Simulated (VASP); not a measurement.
Here is a VASP 6.6.1 calculation.

The input POSCAR:

```
SnSe
1.0
    4.2853274191      0.0000000000      0.0000000000
    0.0000000000      4.2853274191      0.0000000000
    0.0000000000      0.0000000000     10.9906921300
Sn Se
2 2
Direct
    0.5000000000      0.0000000000      0.3722291100
    0.0000000000      0.5000000000      0.6277708900
    0.4258142136     -0.0741857864      0.6177800963
    0.0000000000      0.5000000000      0.3839605100
```

File INCAR.step1:

```
SYSTEM = SnSe
PREC = Accurate ; ENCUT = 520
ISMEAR = 0 ; SIGMA = 0.05
LREAL = .False. ; LASPH = .True.
NELM = 80 ; NBANDS = 28
GGA = PE ; ALGO = Normal
EDIFF = 1E-4 ; LWAVE = .True.
LCHARG = .False.
```

File INCAR.step2:

```
SYSTEM = SnSe
PREC = Accurate ; ENCUT = 520
EDIFF = 1E-7 ; ISMEAR = 0
SIGMA = 0.05 ; LREAL = .False.
LASPH = .True. ; NELM = 80
ALGO = Normal ; ISIF = 2
LWAVE = .False. ; LCHARG = .False.
METAGGA = R2SCAN ; LMIXTAU = .True.
NBANDS = 28 ; ISTART = 1
```

KPOINTS

```
regular mesh
0
Gamma
  6 6 4
  0 0 0
```

Potentials or basis: VASP PAW PBE potentials, release 64 (Sn_d, Se).

Run with:

```bash
$ cat potpaw_PBE.64/Sn_d/POTCAR potpaw_PBE.64/Se/POTCAR > POTCAR
$ cp INCAR.step1 INCAR
$ mpirun -np 1 vasp_std > vasp.out
$ cp INCAR.step2 INCAR
$ mpirun -np 1 vasp_std > vasp.out
```

**Question.** Predict the largest force.

**Answer.** 1.416 eV/Å.

**Question.** Estimate the band gap on the k mesh.

**Answer.** 1.53 eV, direct.

Forces in eV/Å, atoms in the order of the input:
```
Sn   0.035  0.035  0.067
Sn  -0.612 -0.612  0.194
Se   1.001  1.001 -0.045
Se  -0.423 -0.423 -0.216
```

Caveat: the cell differs from its parent crystal (atom 3 (Se) moved +0.450 Å towards its neighbour atom 2 (Sn) at 3.033 Å); the PAW data sets were made with another functional, which shifts forces and pressure a little; spin-orbit coupling is left out, which moves the levels of the heavy elements.
